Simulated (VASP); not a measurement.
# AgH16O8F in VASP: notebook, part 2 of 2

VASP 6.6.1. The steps go on from the part before.

## Step 3: Single point, PBE+D3(BJ)

The input, INCAR:

```
SYSTEM = AgH16O8F
  ALGO = Normal
  EDIFF = 1E-6
  ENCUT = 520
  GGA = PE
  GGA_COMPAT = .FALSE.
  ISIF = 2
  ISMEAR = -1
  IVDW = 12
  LASPH = .TRUE.
  LCHARG = .TRUE.
  LELF = .TRUE.
  LREAL = .FALSE.
  LVHAR = .TRUE.
  LWAVE = .FALSE.
  NBANDS = 60
  NELM = 120
  PREC = Accurate
  SIGMA = 0.05
```

The input, KPOINTS:

```
k-points
0
G
  1 1 1
  0 0 0
```

The input, POSCAR:

```
AgH16O8F
1.0
    6.5731380000      0.0000000000      0.0000000000
    0.0000000000      6.5731380000      0.0000000000
    0.0000000000      0.0000000000      6.5731380000
O H Ag F
8 16 1 1
Direct
    0.3896312537      0.1191516137      0.5082351839
    0.8559838543      0.6118234548      0.1296793099
    0.2824830393      0.4023192576      1.0515221193
    0.3738853497      0.6165244058      0.4007218470
    0.8120778843      0.9933763752      0.6461449615
    0.5300208211      1.1055298094      0.9590396550
    1.0401728976      0.1612928254      0.2593434065
    0.6052208245      0.4539688654      0.6546036307
    0.4994722460      0.0508585093      0.4406114705
    0.2569396839      0.1020821410      0.4444452558
    0.7667874918      0.7141033704      0.1989308607
    0.7947193563      0.5549404257      0.0129466322
    0.2544751076      0.4977835548      0.9433241779
    0.3806705412      0.3016671794      1.0010439458
    0.4248503531      0.7530041207      0.3645443014
    0.3471097062      0.5488854791      0.2665089338
    0.7776955238      0.9420462494      0.5092544839
    0.8904422819      0.8931959134      0.7109846165
    0.6182587373      1.0622932304      0.8473730507
    0.5789472243      1.0299038298      1.0789975808
    1.1076901170      0.2331458734      0.1449535975
    0.9193021659      0.0841455025      0.2270148596
    0.5210448951      0.5356345782      0.5485507835
    0.5297013390      0.3269519064      0.6517891455
    0.8729316196      0.3970097692      0.4411135138
    0.6785495756      0.9281868112      0.3009673614
```

Potentials or basis: VASP PAW PBE potentials, release 64 (O, H, Ag, F).

The run is started by

```
$ cat potpaw_PBE.64/O/POTCAR potpaw_PBE.64/H/POTCAR potpaw_PBE.64/Ag/POTCAR potpaw_PBE.64/F/POTCAR > POTCAR
$ mpirun -np 1 vasp_gam > vasp.out
```

OUTCAR:

```text
SYSTEM = AgH16O8F
   EDIFF = 1E-6
   ENCUT = 520
   GGA = PE
   ISIF = 2
   ISMEAR = -1
   IVDW = 12
   LASPH = .TRUE.
   LREAL = .FALSE.
   NELM = 120
   PREC = Accurate
 IVDW          = 12

 ion  position               nearest neighbor table
   1  0.390  0.119  0.508-   9 0.96  10 0.97
   2  0.856  0.612  0.130-  12 0.94  11 1.00  25 2.49
   3  0.282  0.402  0.052-  13 0.97  14 0.98
   4  0.374  0.617  0.401-  15 0.99  16 1.00
   5  0.812  0.993  0.646-  18 0.94  17 0.99
   6  0.530  0.106  0.959-  19 0.98  20 0.99
[... 302 lines left out ...]
  Total       1.63477     3.01840     3.02240    -2.14668     0.15739     1.74797
  in kB       9.22248    17.02824    17.05080   -12.11044     0.88793     9.86110
  external pressure =       14.43 kB  Pullay stress =        0.00 kB

 VOLUME and BASIS-vectors are now :
 -----------------------------------------------------------------------------
  energy-cutoff  :      520.00
  volume of cell :      284.00
      direct lattice vectors                 reciprocal lattice vectors
     6.573138000  0.000000000  0.000000000     0.152134338  0.000000000  0.000000000
     0.000000000  6.573138000  0.000000000     0.000000000  0.152134338  0.000000000
     0.000000000  0.000000000  6.573138000     0.000000000  0.000000000  0.152134338

 POSITION                                       TOTAL-FORCE (eV/Angst)
 -----------------------------------------------------------------------------------
      2.56110      0.78320      3.34070        -0.681689      0.902026      1.391492
      5.62650      4.02160      0.85240         0.935414      0.713271      1.596199
      1.85680      2.64450      0.33866        -0.648167      0.525297      0.513088
      2.45760      4.05250      2.63400        -0.258250      0.852629     -0.901543
      5.33790      6.52960      4.24720        -0.621693      1.327903      0.180955
      3.48390      0.69366      6.30390         0.016313     -0.171986      0.437241
[... 18 lines left out ...]
      5.73790      2.60960      2.89950        -0.445081      0.053364      0.411051
      4.46020      6.10110      1.97830        -0.058845     -0.296839     -0.582159
 -----------------------------------------------------------------------------------
    total drift:                               -0.000081      0.000583     -0.000099

  FREE ENERGIE OF THE ION-ELECTRON SYSTEM (eV)
  ---------------------------------------------------
  free  energy   TOTEN  =      -124.2757499142 eV

  energy  without entropy=     -124.2757499141  energy(sigma->0) =     -124.27574991
```

OSZICAR:

```text
N       E                     dE             d eps       ncg     rms          rms(c)
DAV:   1     0.737094699136E+03    0.73709E+03   -0.45914E+04   120   0.128E+03
DAV:   2    -0.621069633226E+02   -0.79920E+03   -0.76587E+03   172   0.322E+02
DAV:   3    -0.135284200095E+03   -0.73177E+02   -0.72814E+02   144   0.103E+02
DAV:   4    -0.136392731108E+03   -0.11085E+01   -0.11064E+01   144   0.141E+01
DAV:   5    -0.136409368052E+03   -0.16637E-01   -0.16630E-01   144   0.167E+00    0.222E+01
DAV:   6    -0.123495376020E+03    0.12914E+02   -0.41829E+01   136   0.271E+01    0.856E+00
DAV:   7    -0.123299656995E+03    0.19572E+00   -0.18533E+00   136   0.564E+00    0.559E+00
DAV:   8    -0.123139091540E+03    0.16057E+00   -0.49913E-01   152   0.397E+00    0.914E-01
DAV:   9    -0.123125821902E+03    0.13270E-01   -0.71107E-02   152   0.154E+00    0.447E-01
DAV:  10    -0.123131768047E+03   -0.59461E-02   -0.37989E-02   128   0.976E-01    0.291E-01
DAV:  11    -0.123131293455E+03    0.47459E-03   -0.39936E-03   152   0.458E-01    0.122E-01
DAV:  12    -0.123132121274E+03   -0.82782E-03   -0.25302E-03   120   0.280E-01    0.458E-02
DAV:  13    -0.123132113426E+03    0.78480E-05   -0.19533E-04   152   0.859E-02    0.249E-02
DAV:  14    -0.123132120400E+03   -0.69739E-05   -0.11325E-04   124   0.557E-02    0.170E-02
DAV:  15    -0.123132116679E+03    0.37207E-05   -0.10262E-05   128   0.210E-02    0.102E-02
DAV:  16    -0.123132115241E+03    0.14378E-05   -0.11337E-05   144   0.201E-02    0.239E-03
DAV:  17    -0.123132115480E+03   -0.23817E-06   -0.12481E-06    88   0.577E-03
   1 F= -.12427575E+03 E0= -.12427575E+03  d E =-.873490E-10
```

stdout:

```text
POSCAR found type information on POSCAR O H AgF
 POSCAR found :  4 types and      26 ions
 scaLAPACK will be used
 -----------------------------------------------------------------------------
|                                                                             |
|                                                                             |
|     You have a (more or less) 'large supercell' and for larger cells it     |
|     might be more efficient to use real-space projection operators.         |
|     Therefore, try LREAL= Auto in the INCAR file.                           |
|     Mind: For very accurate calculation, you might also keep the            |
|     reciprocal projection scheme (i.e. LREAL=.FALSE.).                      |
|                                                                             |
 -----------------------------------------------------------------------------

 LDA part: xc-table for (Slater+PW92), standard interpolation
 POSCAR, INCAR and KPOINTS ok, starting setup
 FFT: planning ... GRIDC
 FFT: planning ... GRID_SOFT
 FFT: planning ... GRID
 WAVECAR not read
 entering main loop
```

Wall time 53 s (1 thread of AMD EPYC 7R43 (Zen 3), shared host); peak memory 0.31 GiB.

What came out:

* Free energy: -124.2757 eV
* Pressure: 1.4 GPa
* Largest force: 1.983 eV/Å
* Band gap on the k mesh: 2.97 eV
* Dispersion energy per atom: -0.044 eV

Forces in eV/Å, atoms in the order of the input:
```
O   -0.682  0.902  1.391
O    0.935  0.713  1.596
O   -0.648  0.525  0.513
O   -0.258  0.853 -0.902
O   -0.622  1.328  0.181
O    0.016 -0.172  0.437
O    0.643  0.171  0.626
O    0.639  0.958 -0.211
H    0.282 -0.532 -0.895
H    0.176 -0.127 -0.420
H    0.098 -0.027 -0.693
H   -1.097 -0.517 -1.135
H   -0.066  0.073 -0.251
H    0.876 -0.639 -0.394
H   -0.124 -0.364  0.139
H    0.081 -0.161  0.406
H   -0.193 -0.059 -0.225
H    1.114 -1.240  0.813
H    0.079 -0.021 -0.480
H   -0.019  0.162  0.082
H   -0.204  0.091 -0.179
H   -0.411 -0.495 -0.505
H    0.123 -0.390  0.433
H   -0.234 -0.788 -0.157
Ag  -0.445  0.053  0.411
F   -0.059 -0.297 -0.582
```

Stress tensor (GPa, compression positive):
```
 0.92 -1.21  0.99
-1.21  1.70  0.09
 0.99  0.09  1.71
```

Levels at points of the mesh, in eV from the valence-band top:
| k point | band 39 | band 40 | band 41 | band 42 | band 43 | band 44 |
| --- | --- | --- | --- | --- | --- | --- |
| (0.00, 0.00, 0.00) | -0.80 | -0.67 | 0.00 | 2.97 | 5.77 | 6.42 |

Caveat: the k points lie up to 0.96 Å⁻¹ apart.

## Step 4: Single point, PBE+D3(BJ)

The input, INCAR:

```
PREC     = Accurate       # precision mode
ENCUT    = 520            # plane-wave cutoff, eV
EDIFF    = 1E-6           # SCF threshold, eV
ISMEAR   = -1             # smearing method
SIGMA    = 0.05           # smearing width, eV
LREAL    = F              # projectors in reciprocal space
LASPH    = T              # aspherical terms in the spheres
NELM     = 120            # most SCF steps
ALGO     = Normal         # electronic algorithm
ISIF     = 2              # what is computed and relaxed
LWAVE    = F              # write WAVECAR
LCHARG   = T              # write CHGCAR
GGA      = PE             # functional
IVDW     = 12             # dispersion correction
LELF     = T              # ELF
LVHAR    = T            
NBANDS   = 60             # bands
GGA_COMPAT= F
```

The input, KPOINTS:

```
regular mesh
0
Gamma
  1 1 1
```

The input, POSCAR:

```
AgH16O8F
1.0
    6.5731380000      0.0000000000      0.0000000000
    0.0000000000      6.5731380000      0.0000000000
    0.0000000000      0.0000000000      6.5731380000
O H Ag F
8 16 1 1
Direct
    0.4185063512      0.0972899093      0.5351173214
    0.8501571091      0.6260784423      0.1027667455
    0.2650028038      0.3953971452      1.0537280672
    0.3418306447      0.6342632697      0.3850520102
    0.8331941304      0.9887819182      0.6654660225
    0.5486877044      1.1449173895      0.9914746960
    1.0411009171      0.1654004526      0.2654135665
    0.6014478929      0.4449929394      0.6491876483
    0.5052685643      0.0293771407      0.4423458020
    0.2882793576      0.0717921942      0.4791623118
    0.7683240486      0.7448345067      0.1513128128
    0.7626798646      0.5526736241      0.0013235687
    0.2215380234      0.4657440632      0.9272131515
    0.3831807578      0.3052423363      1.0123627406
    0.4217163857      0.7457473128      0.3536210559
    0.3089848410      0.5653464145      0.2556921823
    0.8170526771      0.9421071032      0.5238745938
    0.9556318459      0.9189218300      0.7030736309
    0.6109258622      1.1062752676      0.8622517890
    0.6112909846      1.0682721099      1.1017873046
    1.1242575464      0.2212946085      0.1411350256
    0.9464885721      0.0509650033      0.2182062814
    0.5065921330      0.5342501557      0.5708536775
    0.5370494275      0.3153744832      0.6258958811
    0.8775412900      0.4007218470      0.4346478044
    0.7064205863      0.9447238138      0.2627207888
```

The run is started by

```
$ cat potpaw_PBE.64/O/POTCAR potpaw_PBE.64/H/POTCAR potpaw_PBE.64/Ag/POTCAR potpaw_PBE.64/F/POTCAR > POTCAR
$ mpirun -np 1 vasp_gam > vasp.out
```

It took 38 s on 1 thread of AMD EPYC 7R43 (Zen 3), shared host; peak memory 0.31 GiB.

Results (log left out):

| Quantity | Value |
| --- | --- |
| Free energy | -124.0967 eV |
| Pressure | 1.1 GPa |
| Largest force | 2.800 eV/Å |
| Band gap on the k mesh | 2.90 eV |
| Dispersion energy per atom | -0.044 eV |

Forces in eV/Å, atoms in the order of the input:
```
O    0.079  0.575  1.440
O   -0.710 -0.884 -0.864
O   -0.393  0.768 -1.227
O   -1.579 -1.842  1.035
O   -0.205 -0.057 -0.476
O   -0.590  0.853 -1.312
O    0.355 -1.292 -1.548
O    0.682  1.467 -0.010
H    1.551 -0.576 -1.078
H   -1.735  0.195 -0.522
H    0.199 -0.082 -0.042
H    0.672  0.549  0.839
H    0.120 -0.391  0.907
H    0.507 -0.250  0.073
H    1.542  2.182 -0.837
H    0.090 -0.282 -0.157
H   -0.416  0.306 -0.045
H    0.614 -0.234  0.620
H    0.058 -0.194  0.203
H    0.484 -0.545  0.591
H   -0.863 -0.007  1.329
H    0.603  1.288  0.665
H    0.139 -0.030 -0.128
H   -0.535 -1.302 -0.230
Ag  -0.573  0.163 -0.001
F   -0.098 -0.377  0.777
```

Stress tensor (GPa, compression positive):
```
 1.51 -0.68  0.05
-0.68  2.24 -0.75
 0.05 -0.75 -0.60
```

Levels at points of the mesh, in eV from the valence-band top:
| k point | band 38 | band 39 | band 40 | band 41 | band 42 | band 43 | band 44 | band 45 |
| --- | --- | --- | --- | --- | --- | --- | --- | --- |
| (0.00, 0.00, 0.00) | -0.98 | -0.84 | -0.64 | 0.00 | 2.90 | 5.77 | 6.34 | 6.94 |

Caveat: the k points lie up to 0.96 Å⁻¹ apart.

## Step 5: Single point, PBE+D3(BJ)

The input, INCAR:

```
  ALGO = Normal
  EDIFF = 1E-6
  ENCUT = 520
  GGA = PE
  GGA_COMPAT = False
  ISIF = 2
  ISMEAR = -1
  IVDW = 12
  LASPH = True
  LCHARG = True
  LELF = True
  LREAL = False
  LVHAR = True
  LWAVE = False
  NBANDS = 60
  NELM = 120
  PREC = Accurate
  SIGMA = 0.05
```

The input, KPOINTS:

```
k-points
0
Gamma
  1 1 1
```

The input, POSCAR:

```
AgH16O8F
1.0
    6.5731380000      0.0000000000      0.0000000000
    0.0000000000      6.5731380000      0.0000000000
    0.0000000000      0.0000000000      6.5731380000
O H Ag F
8 16 1 1
Direct
    0.4312552087      0.0566091873      0.5390119605
    0.8306991273      0.6093132382      0.0740133556
    0.2559964510      0.4139271076      1.0541540433
    0.3634793610      0.6258502408      0.3845195400
    0.8524086973      0.9570162683      0.7016739950
    0.5443062355      1.1659575685      0.9540496487
    1.0775218777      0.1544924205      0.2865298127
    0.6187151403      0.4485680964      0.6284365245
    0.5503763956      0.0253151539      0.4477922113
    0.2994916583      0.0787143066      0.4611191793
    0.7655247768      0.7348088539      0.1254195485
    0.7234292054      0.5351173214      0.0020233867
    0.1990525682      0.4535885296      0.9277760485
    0.3893878388      0.3441430866      1.0166225021
    0.4573310343      0.7460059412      0.3726987019
    0.3282146214      0.5786125287      0.2463207071
    0.8781498274      0.9086375488      0.5657723906
    0.9402206374      0.8774652229      0.7921787128
    0.5386164112      1.1032021540      0.8181936847
    0.6102868980      1.0782064822      1.0591136227
    1.1346026814      0.2339521854      0.1692494513
    0.9638775270      0.0629379757      0.2581871855
    0.5215317250      0.5197973936      0.5353150961
    0.5731052657      0.3083002365      0.6069551560
    0.8753353421      0.3892357045      0.4278930398
    0.7097066880      0.9748159859      0.2885988397
```

Potentials or basis: VASP PAW PBE potentials, release 64 (O, H, Ag, F).

The run is started by

```
$ cat potpaw_PBE.64/O/POTCAR potpaw_PBE.64/H/POTCAR potpaw_PBE.64/Ag/POTCAR potpaw_PBE.64/F/POTCAR > POTCAR
$ mpirun -np 1 vasp_gam > vasp.out
```

OUTCAR:

```text
EDIFF = 1E-6
   ENCUT = 520
   GGA = PE
   ISIF = 2
   ISMEAR = -1
   IVDW = 12
   LASPH = True
   LREAL = False
   NELM = 120
   PREC = Accurate
 IVDW          = 12

 ion  position               nearest neighbor table
   1  0.431  0.057  0.539-   9 1.01  10 1.02
   2  0.831  0.609  0.074-  12 0.98  11 0.99  25 2.75
   3  0.256  0.414  0.054-  13 0.95  14 1.02
   4  0.363  0.626  0.385-  16 0.99  15 1.01
[... 303 lines left out ...]
  -------------------------------------------------------------------------------------
  Total      -2.18974    -0.30460     0.28550    -1.22548    -0.25579    -1.58430
  in kB     -12.35337    -1.71839     1.61062    -6.91349    -1.44304    -8.93781
  external pressure =       -4.15 kB  Pullay stress =        0.00 kB

 VOLUME and BASIS-vectors are now :
 -----------------------------------------------------------------------------
  energy-cutoff  :      520.00
  volume of cell :      284.00
      direct lattice vectors                 reciprocal lattice vectors
     6.573138000  0.000000000  0.000000000     0.152134338  0.000000000  0.000000000
     0.000000000  6.573138000  0.000000000     0.000000000  0.152134338  0.000000000
     0.000000000  0.000000000  6.573138000     0.000000000  0.000000000  0.152134338

 POSITION                                       TOTAL-FORCE (eV/Angst)
 -----------------------------------------------------------------------------------
      2.83470      0.37210      3.54300        -0.901306      0.531982      0.186694
      5.46030      4.00510      0.48650        -0.215536      0.103233      0.139004
      1.68270      2.72080      0.35596         1.058259     -0.253393      0.785153
      2.38920      4.11380      2.52750         0.812111      1.186761      0.221060
      5.60300      6.29060      4.61220         0.257655      0.051505      0.762286
      3.57780      1.09086      6.27110         0.183708      0.117816      0.546017
[... 18 lines left out ...]
      5.75370      2.55850      2.81260         0.213246      0.015480     -0.123215
      4.66500      6.40760      1.89700         0.395188     -0.439567     -0.543696
 -----------------------------------------------------------------------------------
    total drift:                                0.000363     -0.001297     -0.000836

  FREE ENERGIE OF THE ION-ELECTRON SYSTEM (eV)
  ---------------------------------------------------
  free  energy   TOTEN  =      -124.1541250014 eV

  energy  without entropy=     -124.1541250013  energy(sigma->0) =     -124.15412500
```

OSZICAR:

```text
N       E                     dE             d eps       ncg     rms          rms(c)
DAV:   1     0.756944251156E+03    0.75694E+03   -0.45713E+04   120   0.128E+03
DAV:   2    -0.549011391905E+02   -0.81185E+03   -0.77678E+03   156   0.318E+02
DAV:   3    -0.134543933986E+03   -0.79643E+02   -0.79095E+02   152   0.108E+02
DAV:   4    -0.135810813328E+03   -0.12669E+01   -0.12650E+01   136   0.149E+01
DAV:   5    -0.135828324226E+03   -0.17511E-01   -0.17497E-01   160   0.170E+00    0.220E+01
DAV:   6    -0.123334994923E+03    0.12493E+02   -0.40644E+01   136   0.266E+01    0.868E+00
DAV:   7    -0.123171095175E+03    0.16390E+00   -0.17894E+00   144   0.544E+00    0.562E+00
DAV:   8    -0.123022634112E+03    0.14846E+00   -0.42224E-01   152   0.376E+00    0.797E-01
DAV:   9    -0.123015108418E+03    0.75257E-02   -0.68557E-02   152   0.135E+00    0.403E-01
DAV:  10    -0.123019775732E+03   -0.46673E-02   -0.20270E-02   128   0.667E-01    0.221E-01
DAV:  11    -0.123020361806E+03   -0.58607E-03   -0.20209E-03   136   0.317E-01    0.988E-02
DAV:  12    -0.123020956872E+03   -0.59507E-03   -0.13720E-03   128   0.206E-01    0.380E-02
DAV:  13    -0.123020954393E+03    0.24791E-05   -0.15426E-04   152   0.752E-02    0.202E-02
DAV:  14    -0.123020955433E+03   -0.10405E-05   -0.35831E-05   128   0.327E-02    0.962E-03
DAV:  15    -0.123020952958E+03    0.24755E-05   -0.65136E-06   128   0.155E-02    0.449E-03
DAV:  16    -0.123020952861E+03    0.96339E-07   -0.27344E-06   136   0.842E-03
   1 F= -.12415413E+03 E0= -.12415413E+03  d E =-.318664E-10
```

stdout:

```text
POSCAR found type information on POSCAR O H AgF
 POSCAR found :  4 types and      26 ions
 scaLAPACK will be used
 -----------------------------------------------------------------------------
|                                                                             |
|                                                                             |
|     You have a (more or less) 'large supercell' and for larger cells it     |
|     might be more efficient to use real-space projection operators.         |
|     Therefore, try LREAL= Auto in the INCAR file.                           |
|     Mind: For very accurate calculation, you might also keep the            |
|     reciprocal projection scheme (i.e. LREAL=.FALSE.).                      |
|                                                                             |
 -----------------------------------------------------------------------------

 LDA part: xc-table for (Slater+PW92), standard interpolation
 POSCAR, INCAR and KPOINTS ok, starting setup
 FFT: planning ... GRIDC
 FFT: planning ... GRID_SOFT
 FFT: planning ... GRID
 WAVECAR not read
 entering main loop
```

Run time: 40 s. Hardware: 1 thread of AMD EPYC 7R43 (Zen 3), shared host; peak memory 0.31 GiB.

Results:

```
Free energy                : -124.1541 eV
Pressure                   : -0.4 GPa
Largest force              : 1.514 eV/Å
Band gap on the k mesh     : 3.24 eV
Dispersion energy per atom : -0.044 eV
```

Forces in eV/Å, atoms in the order of the input:
```
O   -0.901  0.532  0.187
O   -0.216  0.103  0.139
O    1.058 -0.253  0.785
O    0.812  1.187  0.221
O    0.258  0.052  0.762
O    0.184  0.118  0.546
O    0.537  0.407  0.764
O    0.398  0.159 -0.029
H   -0.569  0.097 -0.374
H    1.450 -0.177  0.399
H    0.128 -0.085  0.103
H    0.183  0.039 -0.110
H   -0.730  0.522 -1.049
H   -0.327 -0.524 -0.091
H   -1.024 -0.694 -0.138
H    0.018 -0.109 -0.107
H    0.013 -0.219 -0.495
H   -0.247  0.087 -0.272
H    0.046 -0.296  0.403
H   -0.201  0.186 -0.453
H   -0.147 -0.126 -0.197
H   -0.514 -0.240 -0.453
H   -0.361  0.274 -0.164
H   -0.455 -0.614  0.290
Ag   0.213  0.015 -0.123
F    0.395 -0.440 -0.544
```

Levels at points of the mesh, in eV from the valence-band top:
```
           k point  band 38  band 39  band 40  band 41  band 42  band 43  band 44  band 45
(0.00, 0.00, 0.00)    -0.76    -0.69    -0.62     0.00     3.24     6.05     6.48     7.31
```

Caveat: the k points lie up to 0.96 Å⁻¹ apart.
